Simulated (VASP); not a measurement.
The system is Na4TmSb.

```
CELL_PARAMETERS angstrom
0.00000 4.15797 4.15797
4.15797 0.00000 4.15797
4.15797 4.15797 0.00000
ATOMIC_POSITIONS crystal
Na 0.62497 0.12510 0.62497
Na 0.62497 0.62497 0.12510
Na 0.62497 0.62497 0.62497
Na 0.12510 0.62497 0.62497
Tm 0.00000 0.00000 0.00000
Sb 0.25000 0.25000 0.25000
```

The cell was built from a structure type or drawn by symmetry, and may not be a known phase.

```yaml
Program: VASP 6.6.1
Task: relaxation of cell and atoms
Functional: PBE
Potentials_or_basis: VASP PAW PBE potentials, release 64 (Na_pv, Tm_3, Sb), 4f in core
Cutoff: 500 eV
k_mesh: 4 × 4 × 4
Occupations: gaussian, width 0.1 eV
Spin: no spin polarisation
```

At the start: pressure 5.6 GPa; volume 23.96 Å³/atom.

Where does the relaxation end?

Over 4 steps the energy falls by 75.4 meV/atom and the volume is 29.06 Å³/atom (+21.3 %); space group F-43m (No. 216, to 0.1 Å) before and after.

The path:
| step | energy change (eV) | largest force (eV/Å) | pressure (GPa) | volume (Å³) |
| --- | --- | --- | --- | --- |
| 1 | 0.0000 | 0.0856 | 5.61 | 143.77 |
| 2 | -0.3933 | 0.0022 | 1.67 | 161.94 |
| 3 | -0.4444 | 0.0510 | -0.51 | 178.77 |
| 4 | -0.4523 | 0.0391 | -0.05 | 174.37 |

Final structure:
```
Na Tm Sb
1.0
     0.00000    4.43419    4.43419
     4.43419    0.00000    4.43419
     4.43419    4.43419    0.00000
Na Tm Sb
4 1 1
Direct
  0.62450 0.12649 0.62450
  0.62450 0.62450 0.12649
  0.62450 0.62450 0.62450
  0.12649 0.62450 0.62450
  0.00000 0.00000 0.00000
  0.25000 0.25000 0.25000
```

Caveat: the volume moved by over 15 % at a fixed basis, so the end points are rough.
